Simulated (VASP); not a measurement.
# PbS (Galena) (Fm-3m) in VASP: settings compared, part 2 of 2

VASP 6.6.1.

### Step 3. Single point, RPBE+D4

This run uses another cell than the first one, of 26.23 Å³/atom, 1.005 times its volume.

INCAR

```
ALGO = Normal ; EDIFF = 1E-7
ENCUT = 520 ; GGA = RP
ISIF = 2 ; ISMEAR = -1
IVDW = 13 ; LASPH = True
LCHARG = True ; LELF = True
LREAL = False ; LVHAR = True
LWAVE = False ; NBANDS = 17
NELM = 60 ; PREC = Accurate
SIGMA = 0.05
```

KPOINTS

```
k-points
0
Gamma
  8 8 8
```

POSCAR

```
PbS
1.0
    0.0000000000      2.9711423230      2.9711423230
    2.9711423230      0.0000000000      2.9711423230
    2.9711423230      2.9711423230      0.0000000000
Pb S
1 1
Direct
    0.0000000000      0.0000000000      0.0000000000
    0.5000000000      0.5000000000      0.5000000000
```

Potentials or basis: VASP PAW PBE potentials, release 64 (Pb_d, S).

The run is started by

```
$ cat potpaw_PBE.64/Pb_d/POTCAR potpaw_PBE.64/S/POTCAR > POTCAR
$ mpirun -np 1 vasp_std > vasp.out
```

Run time: 27 s. Hardware: 1 thread of Intel Xeon Platinum 8488C (Sapphire Rapids), shared host; peak memory 0.18 GiB.

It converged, with:

- Free energy: -9.4855 eV
- Pressure: -0.1 GPa
- Band gap on the k mesh: 0.48 eV, direct
- Dispersion energy per atom: -0.709 eV

Levels at points of the mesh, in eV from the valence-band top:
| k point | band 7 | band 8 | band 9 | band 10 | band 11 | band 12 | band 13 | band 14 |
| --- | --- | --- | --- | --- | --- | --- | --- | --- |
| (0.00, 0.00, 0.00) | -6.00 | -2.15 | -2.15 | -2.15 | 5.26 | 5.26 | 5.26 | 6.79 |
| (0.50, 0.00, 0.00) | -8.78 | -1.77 | -1.77 | 0.00 | 0.48 | 2.03 | 2.03 | 8.81 |
| (0.50, 0.50, 0.00) | -7.16 | -5.11 | -3.40 | -3.40 | 3.99 | 5.63 | 5.72 | 5.72 |

Caveat: the PAW data sets were made with another functional, which shifts forces and pressure a little; spin-orbit coupling is left out, which moves the levels of the heavy elements.

### Step 4. Single point, BLYP

INCAR

```
SYSTEM = PbS
PREC = Accurate
ENCUT = 520
EDIFF = 1E-6
ISMEAR = -1
SIGMA = 0.05
LREAL = .FALSE.
LASPH = .TRUE.
NELM = 60
ALGO = Normal
ISIF = 2
LWAVE = .FALSE.
LCHARG = .FALSE.
GGA = B5
ALDAX = 1.0
AGGAX = 1.0
AGGAC = 1.0
ALDAC = 0.0
NBANDS = 17
```

KPOINTS

```
Automatic mesh
0
G
  8 8 8
  0 0 0
```

POSCAR

```
PbS
1.0
    0.0000000000      2.9657500000      2.9657500000
    2.9657500000      0.0000000000      2.9657500000
    2.9657500000      2.9657500000      0.0000000000
Pb S
1 1
Direct
    0.0000000000      0.0000000000      0.0000000000
    0.5000000000      0.5000000000      0.5000000000
```

Potentials or basis: VASP PAW PBE potentials, release 64 (Pb_d, S).

The run is started by

```
$ cat potpaw_PBE.64/Pb_d/POTCAR potpaw_PBE.64/S/POTCAR > POTCAR
$ mpirun -np 1 vasp_std > vasp.out
```

OUTCAR:

```text
SYSTEM = PbS
   PREC = Accurate
   ENCUT = 520
   EDIFF = 1E-6
   ISMEAR = -1
   LREAL = .FALSE.
   LASPH = .TRUE.
   NELM = 60
   ISIF = 2
   GGA = B5

 ion  position               nearest neighbor table
   1  0.000  0.000  0.000-   2 2.97   2 2.97   2 2.97   2 2.97   2 2.97   2 2.97
   2  0.500  0.500  0.500-   1 2.97   1 2.97   1 2.97   1 2.97   1 2.97   1 2.97

  LATTYP: Found a face centered cubic cell.
 ALAT       =     5.9315000000

  Lattice vectors:

 A1 = (   0.0000000000,   2.9657500000,   2.9657500000)
 A2 = (   2.9657500000,   0.0000000000,   2.9657500000)
 A3 = (   2.9657500000,   2.9657500000,   0.0000000000)

Analysis of symmetry for initial positions (statically):
=====================================================================
 Subroutine PRICEL returns:
 Original cell was already a primitive cell.

 Routine SETGRP: Setting up the symmetry group for a
 face centered cubic supercell.

 Subroutine GETGRP returns: Found 48 space group operations
[... 9 lines left out ...]

 Routine SETGRP: Setting up the symmetry group for a
 face centered cubic supercell.

 Subroutine GETGRP returns: Found 48 space group operations
[... 11 lines left out ...]
                                     Primitive cell

  volume of cell :      52.1715

  direct lattice vectors                    reciprocal lattice vectors
     0.000000000  2.965750000  2.965750000    -0.168591419  0.168591419  0.168591419
     2.965750000  0.000000000  2.965750000     0.168591419 -0.168591419  0.168591419
     2.965750000  2.965750000  0.000000000     0.168591419  0.168591419 -0.168591419

  length of vectors
     4.194203873  4.194203873  4.194203873     0.292008903  0.292008903  0.292008903

  position of ions in fractional coordinates (direct lattice)
     0.000000000  0.000000000  0.000000000
     0.500000000  0.500000000  0.500000000

  ion indices of the primitive-cell ions
   primitive index   ion index
                 1           1
                 2           2

[... 84 lines left out ...]
   EMIN   =  10.00;   EMAX   =-10.00  energy-range for DOS
   EFERMI =   0.00;   METHOD = LEGACY
   ISMEAR =    -1;   SIGMA  =   0.05  broadening in eV -4-tet -1-fermi 0-gaus
   EFERMI_NEDOS =   21; number of points for ismear=-14 and -15
   IALGO  =     38    algorithm
   IMIX   =      4    mixing-type and parameters
     AMIX     =   0.40;   BMIX     =  1.00
     AMIX_MAG =   1.60;   BMIX_MAG =  1.00
  volume/ion in A,a.u.               =      26.09       176.04
  Fermi-wavevector in a.u.,A,eV,Ry     =   1.189251  2.247359 19.242973  1.414319
  Thomas-Fermi vector in A             =   2.325363
   LORBIT       =      0    0 simple, 1 ext, 2 COOP (PROOUT), +10 PAW based schemes
   GGA     = B5    functional components
   LHFCALC =     F    Hartree Fock is set to
   AEXX    =    0.0000 exact exchange contribution
   IVDW    =     0    specifies the selected vdW correction
   LEPSILON=     F    determine dielectric tensor
   LRPA    =     F    only Hartree local field effects (RPA)
 non-spin polarized calculation
  energy-cutoff  :      520.00
  volume of cell :       52.17
 maximum number of plane-waves:      1424
   NGX = 15   NGY = 15   NGZ = 15

 number of electron      19.9999998 magnetization

 Free energy of the ion-electron system (eV)
  ---------------------------------------------------
  ext. energy  EPLUGINS =         0.00000000
  ---------------------------------------------------
  free energy    TOTEN  =        -7.66215155 eV

  energy without entropy =       -7.66207692  energy(sigma->0) =       -7.66211424

 E-fermi :   6.4714     XC(G=0):  -9.1158

 val. band max:        6.2319099452   @ k =   0.5000   0.0000   0.0000
 cond. band min:       6.7109727134   @ k =   0.5000   0.0000   0.0000
 fundamental gap:      0.4790627682
 Fermi energy:         6.4714456776

 k-point     1 :       0.0000    0.0000    0.0000
  band No.  band energies     occupation
      1     -10.5851      2.00000
      2     -10.5851      2.00000
      3     -10.5851      2.00000
      4     -10.5722      2.00000
      5     -10.5722      2.00000
      6      -7.3241      2.00000
[... 457 lines left out ...]
      4     -10.5563      2.00000
      5     -10.5357      2.00000
      6      -5.8614      2.00000
[... 9 lines left out ...]
     16      17.2758      0.00000
     17      17.6429      0.00000

 [... further k-points ...]

------------------------ aborting loop because EDIFF is reached ----------------------------------------

  FORCE on cell =-STRESS in cart. coord.  units (eV):
  Direction    XX          YY          ZZ          XY          YZ          ZX
  --------------------------------------------------------------------------------------
  -------------------------------------------------------------------------------------
  Total        1.9398690      1.9398690      1.9398690     -0.0000000      0.0000000     -0.0000000
  in kB       59.5729876     59.5729876     59.5729876     -0.0000000      0.0000000     -0.0000000
  external PRESSURE =      59.5729876 kB  Pullay stress =       0.0000000 kB

 VOLUME and BASIS-vectors are now :
 -----------------------------------------------------------------------------
  energy-cutoff  :      520.00
  volume of cell :       52.17
      direct lattice vectors                 reciprocal lattice vectors
     0.000000000  2.965750000  2.965750000    -0.168591419  0.168591419  0.168591419
     2.965750000  0.000000000  2.965750000     0.168591419 -0.168591419  0.168591419
     2.965750000  2.965750000  0.000000000     0.168591419  0.168591419 -0.168591419

 POSITION                                       TOTAL-FORCE (eV/Angst)
 -----------------------------------------------------------------------------------
      0.00000      0.00000      0.00000        -0.000000     -0.000000      0.000000
      2.96575      2.96575      2.96575         0.000000      0.000000     -0.000000
 -----------------------------------------------------------------------------------
    total drift:                                0.000000     -0.000000     -0.000000

  FREE ENERGIE OF THE ION-ELECTRON SYSTEM (eV)
  ---------------------------------------------------
  free  energy   TOTEN  =        -7.6621515483 eV

  energy  without entropy=       -7.6620769227  energy(sigma->0) =       -7.66211424
```

OSZICAR:

```text
N       E                     dE             d eps       ncg     rms          rms(c)
DAV:   1     0.161684197683E+03    0.16168E+03   -0.97749E+03   986   0.124E+03
DAV:   2     0.425546713837E+01   -0.15743E+03   -0.15227E+03  1048   0.314E+02
DAV:   3    -0.803123330962E+01   -0.12287E+02   -0.12173E+02  1274   0.921E+01
DAV:   4    -0.833235746645E+01   -0.30112E+00   -0.30084E+00  1266   0.160E+01
DAV:   5    -0.834357606380E+01   -0.11219E-01   -0.11218E-01  1504   0.299E+00    0.458E+00
DAV:   6    -0.765297533350E+01    0.69060E+00   -0.20553E+00  1507   0.111E+01    0.315E+00
DAV:   7    -0.765870104122E+01   -0.57257E-02   -0.20096E-01  1185   0.231E+00    0.206E+00
DAV:   8    -0.766363856931E+01   -0.49375E-02   -0.24537E-02  1165   0.148E+00    0.575E-01
DAV:   9    -0.766199014717E+01    0.16484E-02   -0.56854E-03  1517   0.610E-01    0.126E-01
DAV:  10    -0.766214867447E+01   -0.15853E-03   -0.52305E-04  1106   0.128E-01    0.767E-02
DAV:  11    -0.766215154967E+01   -0.28752E-05   -0.28696E-05  1402   0.472E-02    0.149E-02
DAV:  12    -0.766215154828E+01    0.13899E-08   -0.31437E-06  1254   0.144E-02
   1 F= -.76621515E+01 E0= -.76621142E+01  d E =-.746256E-04
```

Run time: 29 s. Hardware: 1 thread of Intel Xeon Platinum 8488C (Sapphire Rapids), shared host; peak memory 0.18 GiB.

Results:

| Property | Result |
| --- | --- |
| Free energy | -7.6622 eV |
| Pressure | 6.0 GPa |
| Band gap on the k mesh | 0.48 eV, direct |

Levels at points of the mesh, in eV from the valence-band top:
```csv
k point,band 8,band 9,band 10,band 11,band 12,band 13
"(0.00, 0.00, 0.00)",-2.14,-2.14,-2.14,5.12,5.12,5.12
"(0.50, 0.00, 0.00)",-1.73,-1.73,0.00,0.48,1.97,1.97
"(0.50, 0.50, 0.00)",-5.09,-3.39,-3.39,4.18,5.59,5.62
```

Caveat: the PAW data sets were made with another functional, which shifts forces and pressure a little; spin-orbit coupling is left out, which moves the levels of the heavy elements. A k mesh can miss the band edges.

### Step 5. Overview

```csv
level,cell,k mesh,gap on the mesh (eV),pressure (GPa)
PBE,"a = 4.194 Å, angles 60.0°, 2 atoms",3 × 3 × 3,-,1.1
RPBE+D4,"a = 4.202 Å, angles 60.0°, 2 atoms",8 × 8 × 8,0.48,-0.1
BLYP,"a = 4.194 Å, angles 60.0°, 2 atoms",8 × 8 × 8,0.48,6.0
```

Alike in all rows: task single point; potentials or basis VASP PAW PBE potentials, release 64 (Pb_d, S); no spin polarisation; cutoff (eV) 520; smearing fermi-dirac 0.05 eV.

Caveats: some runs use coarse meshes; spin-orbit coupling is left out, which moves the levels of the heavy elements; the PAW data sets were made with another functional, which shifts forces and pressure a little (some runs).

Total energies depend on the potentials used, so only differences within one code and one set of settings carry meaning.
